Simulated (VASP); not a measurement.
Wanted: the native input for a VASP 6.6.1 run.

```
Task                   : single point
Functional             : PBE
Potentials or basis    : VASP PAW PBE potentials, release 64 (Cs_sv)
Cutoff                 : 520 eV
k mesh                 : 10 × 10 × 10
Occupations            : fermi-dirac, width 0.1 eV
Spin                   : no spin polarisation
Dipole correction      : no
Further INCAR settings : ALGO = Normal; EDIFF = 1e-06; NBANDS = 10
```

The structure of Cs lies in POSCAR:

```
Cs
1.0
   -3.1284650614      3.1284650614      3.1284650614
    3.1284650614     -3.1284650614      3.1284650614
    3.1284650614      3.1284650614     -3.1284650614
Cs
1
Direct
    0.0000000000      0.0000000000      0.0000000000
```

These files were run (other wordings do the same):

INCAR

```
SYSTEM = Cs
  PREC = Accurate
  ENCUT = 520
  EDIFF = 1E-6
  ISMEAR = -1
  SIGMA = 0.1
  LREAL = .False.
  LASPH = .True.
  NELM = 60
  ALGO = Normal
  ISIF = 2
  LWAVE = .False.
  LCHARG = .False.
  GGA = PE
  NBANDS = 10
```

KPOINTS

```
Automatic mesh
0
Gamma
  10 10 10
  0 0 0
```

Potentials or basis: VASP PAW PBE potentials, release 64 (Cs_sv).

The run is started by

```sh
$ cat potpaw_PBE.64/Cs_sv/POTCAR > POTCAR
$ mpirun -np 1 vasp_std > vasp.out
```

Results of the run:

The pressure is -0.1 GPa. The band gap on the k mesh is zero (an odd number of electrons rules out a gap without spin polarisation).

Caveat: spin-orbit coupling is left out, which moves the levels of the heavy elements.

It took 29 s on 1 thread of Intel(R) Xeon(R) Platinum 8488C (Sapphire Rapids), on a shared host, peak memory 0.25 GiB.
